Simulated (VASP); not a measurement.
Crystal: SiC.

```
CELL_PARAMETERS angstrom
0.00000 2.10923 2.17805
2.10923 0.00000 2.17805
2.10923 2.10923 0.00000
ATOMIC_POSITIONS crystal
Si 0.00000 0.00000 0.00000
C 0.25000 0.25000 0.25000
```

This cell differs from its parent crystal: biaxial xy strain -3.2%.

Base run:

- Program: VASP 6.6.1
- Functional: r2SCAN
- Potentials or basis: VASP PAW PBE potentials, release 64 (Si, C)
- Cutoff: 520 eV
- k mesh: 10 × 10 × 10
- Occupations: gaussian, width 0.01 eV
- Spin: no spin polarisation

Its results: band gap on the k mesh 1.50 eV, indirect (least direct gap 5.10 eV); pressure 16.2 GPa.

**Question.** The run is repeated on the same cell with these changes: functional from r2SCAN to HSE06; k mesh from 10 × 10 × 10 to 8 × 8 × 8. What comes out?

**Answer.** Band gap on the k mesh 2.01 eV, indirect (least direct gap 5.78 eV); pressure 14.9 GPa.

Several settings changed at once, so the effect can't be laid on one alone.

Caveats: the PAW data sets were made with another functional, which shifts forces and pressure a little.

A k mesh can miss the band edges.
